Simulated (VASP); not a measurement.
Al:

```
CELL_PARAMETERS angstrom
2.81246 0.00000 0.00000
-1.40623 2.43566 0.00000
0.00000 0.00000 4.86685
ATOMIC_POSITIONS crystal
Al 0.66667 0.33333 0.75000
Al 0.33333 0.66667 0.25000
```

```yaml
Program: VASP 6.6.1
Task: relaxation of cell and atoms
Functional: PBEsol
Potentials_or_basis: VASP PAW PBE potentials, release 64 (Al)
Cutoff: 600 eV
k_mesh: 24 × 24 × 12
Occupations: gaussian, width 0.1 eV
Spin: no spin polarisation
```

At the start: pressure -1.3 GPa; volume 16.67 Å³/atom.

**Question.** Where does the relaxation end?

**Answer.** Over 7 steps the energy falls by 7.7 meV/atom and the volume is 16.33 Å³/atom (-2.0 %); space group P6_3/mmc (No. 194, to 0.05 Å).

The path:
| step | energy change (eV) | largest force (eV/Å) | pressure (GPa) | volume (Å³) |
| --- | --- | --- | --- | --- |
| 1 | 0.0000 | 0.0000 | -1.29 | 33.34 |
| 2 | -0.0090 | 0.0000 | 0.07 | 32.69 |
| 3 | -0.0113 | 0.0000 | 1.42 | 32.12 |
| 4 | -0.0136 | 0.0000 | 1.01 | 32.25 |
| 5 | -0.0138 | 0.0000 | 1.10 | 32.22 |
| 6 | -0.0153 | 0.0000 | -0.11 | 32.70 |
| 7 | -0.0154 | 0.0000 | 0.00 | 32.66 |

Final structure:
```
Al
1.0
     2.83393    0.00000    0.00000
    -1.41696    2.45425    0.00000
     0.00000    0.00000    4.69528
Al
2
Cartesian
  1.4170 0.8181 3.5215
  0.0000 1.6362 1.1738
```

Caveat: the PAW data sets were made with another functional, which shifts forces and pressure a little.
